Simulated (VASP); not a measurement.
# MgO (Pm-3m) in VASP: settings compared

Aim: see how the results for MgO move with the level of theory and the settings. Levels: PBE, PBE+D3(BJ), r2SCAN. Tasks: single point.

All numbers are computed with VASP 6.6.1; they aren't measurements. Logs are shortened: lines on timing, memory, paths and dates and some standing lists are left out, and cuts for length are marked.

## 1. The cell of the first run

Symmetry: Pm-3m, No. 221, cubic system. The conventional cell has a = 2.623 Å, b = 2.623 Å, c = 2.623 Å, α = 90.00°, β = 90.00°, γ = 90.00°. Within 3.0 Å of Mg (site symmetry m-3m) lie 8 O at 2.27 Å and 6 Mg at 2.62 Å. O (site symmetry m-3m) has 8 Mg at 2.27 Å and 6 O at 2.62 Å within 3.0 Å.

## 2. Single point, PBE

Input file INCAR:

```
SYSTEM = MgO
PREC = Accurate ; ENCUT = 520
EDIFF = 1E-6 ; ISMEAR = 0
SIGMA = 0.5 ; LREAL = .FALSE.
LASPH = .TRUE. ; NELM = 100
ALGO = Normal ; ISIF = 2
LWAVE = .FALSE. ; LCHARG = .FALSE.
GGA = PE ; NBANDS = 11
```

Input file KPOINTS:

```
Automatic mesh
0
G
  6 6 6
  0 0 0
```

Input file POSCAR:

```
MgO
1.0
    2.6233491285      0.0000000000      0.0000000000
    0.0000000000      2.6233491285      0.0000000000
    0.0000000000      0.0000000000      2.6233491285
Mg O
1 1
Direct
    0.0000000000      0.0000000000      0.0000000000
    0.5000000000      0.5000000000      0.5000000000
```

Potentials or basis: VASP PAW PBE potentials, release 64 (Mg, O).

Command:

```bash
$ cat potpaw_PBE.64/Mg/POTCAR potpaw_PBE.64/O/POTCAR > POTCAR
$ mpirun -np 1 vasp_std > vasp.out
```

OUTCAR:

```text
SYSTEM = MgO
   PREC = Accurate
   ENCUT = 520
   EDIFF = 1E-6
   ISMEAR = 0
   LREAL = .FALSE.
   LASPH = .TRUE.
   NELM = 100
   ISIF = 2
   GGA = PE

 ion  position               nearest neighbor table
   1  0.000  0.000  0.000-   2 2.27   2 2.27   2 2.27   2 2.27   2 2.27   2 2.27   2 2.27   2 2.27

   2  0.500  0.500  0.500-   1 2.27   1 2.27   1 2.27   1 2.27   1 2.27   1 2.27   1 2.27   1 2.27

  LATTYP: Found a simple cubic cell.
 ALAT       =     2.6233491285

  Lattice vectors:

 A1 = (   2.6233491285,   0.0000000000,   0.0000000000)
 A2 = (   0.0000000000,   2.6233491285,   0.0000000000)
 A3 = (   0.0000000000,   0.0000000000,   2.6233491285)

Analysis of symmetry for initial positions (statically):
=====================================================================
 Subroutine PRICEL returns:
 Original cell was already a primitive cell.

 Routine SETGRP: Setting up the symmetry group for a
 simple cubic supercell.

 Subroutine GETGRP returns: Found 48 space group operations
 (whereof 48 operations were pure point group operations)
 out of a pool of 48 trial point group operations.

The static configuration has the point symmetry O_h .

Analysis of symmetry for dynamics (positions and initial velocities):
=====================================================================
 Subroutine PRICEL returns:
 Original cell was already a primitive cell.

 Routine SETGRP: Setting up the symmetry group for a
 simple cubic supercell.

 Subroutine GETGRP returns: Found 48 space group operations
 (whereof 48 operations were pure point group operations)
 out of a pool of 48 trial point group operations.

The dynamic configuration has the point symmetry O_h .

 Subroutine INISYM returns: Found 48 space group operations
 (whereof 48 operations are pure point group operations),
 and found     1 'primitive' translations

----------------------------------------------------------------------------------------

                                     Primitive cell

  volume of cell :      18.0538

  direct lattice vectors                    reciprocal lattice vectors
     2.623349129  0.000000000  0.000000000     0.381192114  0.000000000  0.000000000
     0.000000000  2.623349129  0.000000000     0.000000000  0.381192114  0.000000000
     0.000000000  0.000000000  2.623349129     0.000000000  0.000000000  0.381192114

  length of vectors
     2.623349129  2.623349129  2.623349129     0.381192114  0.381192114  0.381192114

  position of ions in fractional coordinates (direct lattice)
     0.000000000  0.000000000  0.000000000
     0.500000000  0.500000000  0.500000000

  ion indices of the primitive-cell ions
   primitive index   ion index
                 1           1
                 2           2

----------------------------------------------------------------------------------------

 KPOINTS: Automatic mesh

Automatic generation of k-mesh.
 Grid dimensions read from file:
 generate k-points for:    6    6    6

 Generating k-lattice:

  Cartesian coordinates                     Fractional coordinates (reciprocal lattice)
     0.063532019  0.000000000  0.000000000     0.166666667  0.000000000  0.000000000
     0.000000000  0.063532019  0.000000000     0.000000000  0.166666667  0.000000000
     0.000000000  0.000000000  0.063532019     0.000000000  0.000000000  0.166666667

  Length of vectors
     0.063532019  0.063532019  0.063532019

  Shift w.r.t. Gamma in fractional coordinates (k-lattice)
     0.000000000  0.000000000  0.000000000

 Subroutine IBZKPT returns following result:
 ===========================================

 Found     20 irreducible k-points:

 Following reciprocal coordinates:
            Coordinates               Weight
  0.000000  0.000000  0.000000      1.000000
  0.166667  0.000000  0.000000      6.000000
  0.333333  0.000000  0.000000      6.000000
  0.500000  0.000000  0.000000      3.000000
  0.166667  0.166667  0.000000     12.000000
  0.333333  0.166667  0.000000     24.000000
[... 12 lines left out ...]
  0.500000  0.500000  0.333333      6.000000
  0.500000  0.500000  0.500000      1.000000
   k-points           NKPTS =     20   k-points in BZ     NKDIM =     20   number of bands    NBANDS=     11
   number of dos      NEDOS =    301   number of ions     NIONS =      2
   total plane-waves  NPLWV =   8000
   dimension x,y,z NGX =    20 NGY =   20 NGZ =   20
   dimension x,y,z NGXF=    40 NGYF=   40 NGZF=   40
   ions per type =               1   1
   NGX,Y,Z   is equivalent  to a cutoff of  12.67, 12.67, 12.67 a.u.
   NGXF,Y,Z  is equivalent  to a cutoff of  25.35, 25.35, 25.35 a.u.
 SYSTEM =  MgO
   PREC   = accura    normal or accurate (medium, high low for compatibility)
   ISTART =      0    job   : 0-new  1-cont  2-samecut
   ICHARG =      2    charge: 1-file 2-atom 10-const
   ISPIN  =      1    spin polarized calculation?
   LNONCOLLINEAR =      F non collinear calculations
   LSORBIT =      F    spin-orbit coupling
   LASPH  =      T    aspherical Exc in radial PAW
   ENCUT  =  520.0 eV  38.22 Ry    6.18 a.u.   4.88  4.88  4.88*2*pi/ulx,y,z
   NELM   =    100;   NELMIN=  2; NELMDL= -5     # of ELM steps
   EDIFF  = 0.1E-05   stopping-criterion for ELM
   LREAL  =      F    real-space projection
   EDIFFG = 0.1E-04   stopping-criterion for IOM
   NSW    =      0    number of steps for IOM
   IBRION =     -1    ionic relax: 0-MD 1-quasi-New 2-CG
   NFREE  =      0    steps in history (QN), initial steepest desc. (CG)
   ISIF   =      2    stress and relaxation
   ISYM   =      2    0-nonsym 1-usesym 2-fastsym
   POTIM  = 0.5000    time-step for ionic-motion
   TEBEG  =    0.0;   TEEND  =   0.0 temperature during run
   PSTRESS=    0.0 pullay stress
   NELECT =       8.0000    total number of electrons
   NUPDOWN=      -1.0000    fix difference up-down
   EMIN   =  10.00;   EMAX   =-10.00  energy-range for DOS
   EFERMI =   0.00;   METHOD = LEGACY
   ISMEAR =     0;   SIGMA  =   0.50  broadening in eV -4-tet -1-fermi 0-gaus
   EFERMI_NEDOS =   21; number of points for ismear=-14 and -15
   IALGO  =     38    algorithm
   IMIX   =      4    mixing-type and parameters
     AMIX     =   0.40;   BMIX     =  1.00
     AMIX_MAG =   1.60;   BMIX_MAG =  1.00
  volume/ion in A,a.u.               =       9.03        60.92
  Fermi-wavevector in a.u.,A,eV,Ry     =   1.248098  2.358563 21.194461  1.557749
  Thomas-Fermi vector in A             =   2.382200
   LORBIT       =      0    0 simple, 1 ext, 2 COOP (PROOUT), +10 PAW based schemes
   GGA     = PE    functional components
   LHFCALC =     F    Hartree Fock is set to
   AEXX    =    0.0000 exact exchange contribution
   IVDW    =     0    specifies the selected vdW correction
   LEPSILON=     F    determine dielectric tensor
   LRPA    =     F    only Hartree local field effects (RPA)
 non-spin polarized calculation
 Gauss-broadening in eV      SIGMA  =   0.50
  energy-cutoff  :      520.00
  volume of cell :       18.05
 maximum number of plane-waves:       500
 NGX is ok and might be reduce to    20
   NGX =  9   NGY =  9   NGZ =  9

 number of electron       7.9999999 magnetization

 Free energy of the ion-electron system (eV)
  ---------------------------------------------------
  ext. energy  EPLUGINS =         0.00000000
  ---------------------------------------------------
  free energy    TOTEN  =       -10.38620871 eV

  energy without entropy =      -10.38620234  energy(sigma->0) =      -10.38620552

 E-fermi :   6.5093     XC(G=0): -11.3655

 val. band max:        5.1262702273   @ k =   0.5000   0.5000   0.0000
 cond. band min:       7.7436401478   @ k =   0.0000   0.0000   0.0000
 fundamental gap:      2.6173699205
 Fermi energy:         6.5092775685

 k-point     1 :       0.0000    0.0000    0.0000
  band No.  band energies     occupation
      1     -13.4657      2.00000
      2       4.1059      2.00000
      3       4.1059      2.00000
      4       4.1059      2.00000
      5       7.7436      0.00048
      6      15.5938      0.00000
      7      15.5938      0.00000
      8      25.6107      0.00000
      9      25.6107      0.00000
     10      25.6107      0.00000
     11      32.7792      0.00000

 k-point     2 :       0.1667    0.0000    0.0000
  band No.  band energies     occupation
      1     -13.1964      2.00000
      2       2.1926      2.00000
      3       4.2138      2.00000
      4       4.2138      2.00000
      5       9.0821      0.00000
      6      16.0448      0.00000
      7      16.1752      0.00000
      8      25.1165      0.00000
      9      25.1165      0.00000
     10      26.2521      0.00000
     11      30.8641      0.00000

 k-point     3 :       0.3333    0.0000    0.0000
  band No.  band energies     occupation
      1     -12.5806      2.00000
      2      -0.3599      2.00000
      3       4.4400      2.00000
      4       4.4400      2.00000
      5      10.9618      0.00000
      6      15.6679      0.00000
      7      17.8685      0.00000
      8      23.9363      0.00000
      9      23.9363      0.00000
     10      25.6797      0.00000
     11      29.2958      0.00000

 k-point     4 :       0.5000    0.0000    0.0000
  band No.  band energies     occupation
      1     -12.2193      2.00000
      2      -1.4462      2.00000
      3       4.5587      2.00000
      4       4.5587      2.00000
      5      12.2327      0.00000
      6      14.6759      0.00000
      7      19.7308      0.00000
      8      22.6191      0.00000
      9      23.3054      0.00000
     10      23.3054      0.00000
     11      28.8957      0.00000

 k-point     5 :       0.1667    0.1667    0.0000
  band No.  band energies     occupation
      1     -12.9404      2.00000
      2       2.0546      2.00000
      3       2.8780      2.00000
      4       4.3280      2.00000
      5      10.2030      0.00000
      6      16.2336      0.00000
      7      16.5385      0.00000
      8      24.0029      0.00000
      9      24.9371      0.00000
     10      27.4173      0.00000
     11      27.9547      0.00000
[... 155 lines left out ...]
 k-point    17 :       0.3333    0.3333    0.3333
  band No.  band energies     occupation
      1     -11.2081      2.00000
      2       1.2751      2.00000
      3       1.8159      2.00000
      4       1.8159      2.00000
      5      12.8854      0.00000
      6      14.4733      0.00000
      7      14.4733      0.00000
      8      21.5151      0.00000
      9      23.7963      0.00000
     10      23.7963      0.00000
     11      26.4021      0.00000

 k-point    18 :       0.5000    0.3333    0.3333
  band No.  band energies     occupation
      1     -10.9538      2.00000
      2       0.7520      2.00000
      3       1.8467      2.00000
      4       2.1086      2.00000
      5      12.5114      0.00000
      6      13.5545      0.00000
      7      14.4728      0.00000
      8      22.4063      0.00000
      9      23.4764      0.00000
     10      23.6366      0.00000
     11      25.3209      0.00000

 k-point    19 :       0.5000    0.5000    0.3333
  band No.  band energies     occupation
      1     -10.7120      2.00000
      2       1.1395      2.00000
      3       1.1395      2.00000
      4       2.2640      2.00000
      5      11.8492      0.00000
      6      13.7053      0.00000
      7      13.7053      0.00000
      8      22.7581      0.00000
      9      23.2194      0.00000
     10      24.1269      0.00000
     11      24.1269      0.00000

 k-point    20 :       0.5000    0.5000    0.5000
  band No.  band energies     occupation
      1     -10.4730      2.00000
      2       1.4523      2.00000
      3       1.4523      2.00000
      4       1.4523      2.00000
      5      12.6565      0.00000
      6      12.6565      0.00000
      7      12.6565      0.00000
      8      21.6283      0.00000
      9      24.0913      0.00000
     10      24.0913      0.00000
     11      24.0913      0.00000

------------------------ aborting loop because EDIFF is reached ----------------------------------------

  FORCE on cell =-STRESS in cart. coord.  units (eV):
  Direction    XX          YY          ZZ          XY          YZ          ZX
  --------------------------------------------------------------------------------------
  -------------------------------------------------------------------------------------
  Total        0.6155674      0.6155674      0.6155674      0.0000000     -0.0000000     -0.0000000
  in kB       54.6283310     54.6283310     54.6283310      0.0000000     -0.0000000     -0.0000000
  external PRESSURE =      54.6283310 kB  Pullay stress =       0.0000000 kB

 VOLUME and BASIS-vectors are now :
 -----------------------------------------------------------------------------
  energy-cutoff  :      520.00
  volume of cell :       18.05
      direct lattice vectors                 reciprocal lattice vectors
     2.623349129  0.000000000  0.000000000     0.381192114  0.000000000  0.000000000
     0.000000000  2.623349129  0.000000000     0.000000000  0.381192114  0.000000000
     0.000000000  0.000000000  2.623349129     0.000000000  0.000000000  0.381192114

 POSITION                                       TOTAL-FORCE (eV/Angst)
 -----------------------------------------------------------------------------------
      0.00000      0.00000      0.00000         0.000000      0.000000      0.000000
      1.31167      1.31167      1.31167         0.000000      0.000000      0.000000
 -----------------------------------------------------------------------------------
    total drift:                                0.000000      0.000000      0.000000

  FREE ENERGIE OF THE ION-ELECTRON SYSTEM (eV)
  ---------------------------------------------------
  free  energy   TOTEN  =       -10.3862087059 eV

  energy  without entropy=      -10.3862023430  energy(sigma->0) =      -10.38620552
```

Run time: 6.1 s. Hardware: 1 thread of Intel Xeon 8259CL, shared host; peak memory 0.12 GiB.

Results:

```
Free energy            : -10.3862 eV
Pressure               : 5.5 GPa
Band gap on the k mesh : 2.62 eV, indirect (least direct gap 3.64 eV)
```

Levels at points of the mesh, in eV from the valence-band top:
```csv
k point,band 2,band 3,band 4,band 5,band 6,band 7
"(0.00, 0.00, 0.00)",-1.02,-1.02,-1.02,2.62,10.47,10.47
"(0.50, 0.00, 0.00)",-6.57,-0.57,-0.57,7.11,9.55,14.60
"(0.50, 0.50, 0.00)",-4.76,-4.76,0.00,4.99,12.30,12.30
"(0.50, 0.50, 0.50)",-3.67,-3.67,-3.67,7.53,7.53,7.53
```

A k mesh can miss the band edges.

## 3. Single point, PBE+D3(BJ)

Input file INCAR:

```
SYSTEM = MgO
ALGO = Normal
EDIFF = 1E-7
ENCUT = 520
GGA = PE
ISIF = 2
ISMEAR = 0
IVDW = 12
LASPH = .True.
LCHARG = .False.
LREAL = .False.
LWAVE = .False.
NBANDS = 11
NELM = 100
PREC = Accurate
SIGMA = 0.01
```

Input file KPOINTS:

```
k-points
0
Gamma
  6 6 6
  0 0 0
```

POSCAR is that of step 2.

Potentials or basis: VASP PAW PBE potentials, release 64 (Mg, O).

Command:

```bash
$ cat potpaw_PBE.64/Mg/POTCAR potpaw_PBE.64/O/POTCAR > POTCAR
$ mpirun -np 1 vasp_std > vasp.out
```

Run time: 6 s. Hardware: 1 thread of Intel Xeon 8259CL, shared host; peak memory 0.13 GiB.

The run converged. Its results:

* Free energy: -10.9944 eV
* Pressure: 0.0 GPa
* Band gap on the k mesh: 2.62 eV, indirect (least direct gap 3.64 eV)
* Dispersion energy per atom: -0.304 eV

Levels at points of the mesh, in eV from the valence-band top:
```
           k point  band 2  band 3  band 4  band 5  band 6  band 7
(0.00, 0.00, 0.00)   -1.02   -1.02   -1.02    2.62   10.47   10.47
(0.50, 0.00, 0.00)   -6.57   -0.57   -0.57    7.11    9.55   14.60
(0.50, 0.50, 0.00)   -4.76   -4.76    0.00    4.99   12.30   12.30
(0.50, 0.50, 0.50)   -3.67   -3.67   -3.67    7.53    7.53    7.53
```

A k mesh can miss the band edges. PBE gaps usually lie below the measured ones, often by a third to a half.

## 4. Single point, r2SCAN

POSCAR is that of step 3.

Input file INCAR.step1:

```
SYSTEM = MgO
PREC = Accurate
ENCUT = 520
ISMEAR = 0
SIGMA = 0.01
LREAL = .False.
LASPH = .True.
NELM = 100
NBANDS = 11
GGA = PE
ALGO = Normal
EDIFF = 1E-4
LWAVE = .True.
LCHARG = .False.
```

Input file INCAR.step2:

```
SYSTEM = MgO
PREC = Accurate
ENCUT = 520
EDIFF = 1E-6
ISMEAR = 0
SIGMA = 0.01
LREAL = .False.
LASPH = .True.
NELM = 100
ALGO = Normal
ISIF = 2
LWAVE = .False.
LCHARG = .False.
METAGGA = R2SCAN
LMIXTAU = .True.
NBANDS = 11
ISTART = 1
```

Input file KPOINTS:

```
regular mesh
0
Gamma
  6 6 6
  0 0 0
```

Command:

```bash
$ cat potpaw_PBE.64/Mg/POTCAR potpaw_PBE.64/O/POTCAR > POTCAR
$ cp INCAR.step1 INCAR
$ mpirun -np 1 vasp_std > vasp.out
$ cp INCAR.step2 INCAR
$ mpirun -np 1 vasp_std > vasp.out
```

Run time: 33 s. Hardware: 1 thread of Intel Xeon 8259CL, shared host; peak memory 0.13 GiB.

It converged, with:

```
Free energy            : -14.5255 eV
Pressure               : -1.2 GPa
Band gap on the k mesh : 3.45 eV, indirect (least direct gap 4.51 eV)
```

Levels at points of the mesh, in eV from the valence-band top:
```csv
k point,band 1,band 2,band 3,band 4,band 5,band 6,band 7,band 8,band 9
"(0.00, 0.00, 0.00)",-19.58,-1.06,-1.06,-1.06,3.45,11.46,11.46,21.89,21.89
"(0.50, 0.00, 0.00)",-18.37,-6.61,-0.59,-0.59,8.01,10.63,15.80,18.54,19.25
"(0.50, 0.50, 0.00)",-17.48,-4.85,-4.85,0.00,5.88,13.46,13.46,14.45,20.49
"(0.50, 0.50, 0.50)",-16.61,-3.79,-3.79,-3.79,8.41,8.41,8.41,17.92,20.40
```

Caveat: the PAW data sets were made with another functional, which shifts forces and pressure a little.

## 5. The runs side by side

| level | smearing | gap on the mesh (eV) | pressure (GPa) |
| --- | --- | --- | --- |
| PBE | gaussian 0.5 eV | 2.62 | 5.5 |
| PBE+D3(BJ) | gaussian 0.01 eV | 2.62 | 0.0 |
| r2SCAN | gaussian 0.01 eV | 3.45 | -1.2 |

Alike in all rows: task single point; potentials or basis VASP PAW PBE potentials, release 64 (Mg, O); no spin polarisation; cell as given; k mesh 6 × 6 × 6; cutoff (eV) 520.

On the cell as given the gap runs from 2.62 eV (PBE) to 3.45 eV (r2SCAN). The pressure there spans -1.2 GPa (r2SCAN) to 5.5 GPa (PBE); a positive pressure means that this level wants a larger cell, a negative one a smaller.

Caveats: the PAW data sets were made with another functional, which shifts forces and pressure a little (some runs).

Absolute energies hang on the potentials; compare differences alone.
